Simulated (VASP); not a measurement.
Wanted: the native input for a VASP 6.6.1 run.

```yaml
Task: single point
Functional: PBE
Potentials_or_basis: VASP PAW PBE potentials, release 64 (Hf_pv, O)
Cutoff: 520 eV
k_mesh: 8 × 8 × 8
Occupations: gaussian, width 0.05 eV
Spin: no spin polarisation
Dipole_correction: no
Further_INCAR_settings: ALGO = Normal; EDIFF = 1e-07; NBANDS = 18
```

The structure of HfO2 lies in POSCAR:

```
HfO2
1.0
    0.0000000000      2.5679218038      2.5679218038
    2.5488057606      0.0191160432      2.5488057606
    2.5488057606      2.5488057606      0.0191160432
Hf O
1 2
Direct
    0.0000000000      0.0000000000      0.0000000000
    0.2500000000      0.2500000000      0.2500000000
    0.7500000000      0.7500000000      0.7500000000
```

This cell differs from its parent crystal: strain +0.0150 x Voigt [0, 0, 0, 1, 0, 0].

These files were run (other wordings do the same):

INCAR

```
SYSTEM = HfO2
  ALGO = Normal
  EDIFF = 1E-7
  ENCUT = 520
  GGA = PE
  ISIF = 2
  ISMEAR = 0
  LASPH = .TRUE.
  LCHARG = .FALSE.
  LREAL = .FALSE.
  LWAVE = .FALSE.
  NBANDS = 18
  NELM = 100
  PREC = Accurate
  SIGMA = 0.05
```

KPOINTS

```
k-points
0
G
  8 8 8
  0 0 0
```

Potentials or basis: VASP PAW PBE potentials, release 64 (Hf_pv, O).

The run is started by

```sh
$ cat potpaw_PBE.64/Hf_pv/POTCAR potpaw_PBE.64/O/POTCAR > POTCAR
$ mpirun -np 1 vasp_std > vasp.out
```

Results of the run:

| Item | Value |
| --- | --- |
| Pressure | -3.6 GPa |
| Largest force | 0.091 eV/Å |
| Band gap on the k mesh | 3.76 eV, direct |

Caveat: the cell differs from its parent crystal (strain +0.0150 x Voigt [0, 0, 0, 1, 0, 0]); spin-orbit coupling is left out, which moves the levels of the heavy elements.

Run time: 24 s on 1 thread of Intel(R) Xeon(R) 6975P-C (Granite Rapids) (shared host), peak memory 0.19 GiB.
